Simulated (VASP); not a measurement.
Input of a VASP 6.6.1 run:

Contents of POSCAR:

```
Mo
1.0
    2.7081552932      0.0000000000      0.0000000000
   -1.3540776466      2.3690214963      0.0000000000
    0.0000000000      0.0000000000      2.5551807000
Mo
1
Direct
    0.0000000000      0.0000000000      0.5000000000
```

INCAR.step1

```
SYSTEM = Mo
  ALGO = Normal
  EDIFF = 1E-4
  ENCUT = 520
  GGA = PE
  ISMEAR = 0
  LASPH = .TRUE.
  LCHARG = .FALSE.
  LREAL = .FALSE.
  LWAVE = .TRUE.
  NBANDS = 13
  NELM = 60
  PREC = Accurate
  SIGMA = 0.15
```

INCAR.step2

```
SYSTEM = Mo
  ALGO = Normal
  EDIFF = 1E-7
  ENCUT = 520
  ISIF = 2
  ISMEAR = 0
  ISTART = 1
  LASPH = .TRUE.
  LCHARG = .TRUE.
  LELF = .TRUE.
  LMIXTAU = .TRUE.
  LREAL = .FALSE.
  LVHAR = .TRUE.
  LWAVE = .FALSE.
  METAGGA = R2SCAN
  NBANDS = 13
  NELM = 60
  PREC = Accurate
  SIGMA = 0.15
```

KPOINTS

```
k-points
0
G
  18 18 18
  0 0 0
```

Potentials or basis: VASP PAW PBE potentials, release 64 (Mo_sv).

The run is started by

```sh
$ cat potpaw_PBE.64/Mo_sv/POTCAR > POTCAR
$ cp INCAR.step1 INCAR
$ mpirun -np 1 vasp_std > vasp.out
$ cp INCAR.step2 INCAR
$ mpirun -np 1 vasp_std > vasp.out
```

Problem. What does it give for the band gap on the k mesh?

Solution. Zero (bands 7 and 8 overlap by 1.91 eV).

Problem. Predict the pressure.

Solution. 3.9 GPa.

Stress tensor (GPa, compression positive):
```
 5.96  0.00  0.00
 0.00  6.78  0.00
 0.00  0.00 -0.92
```

Caveat: the cell differs from its parent crystal (strain -0.0100 x Voigt [1, 0, 0, 0, 0, 0]); the cell stands under pressure; the PAW data sets were made with another functional, which shifts forces and pressure a little.
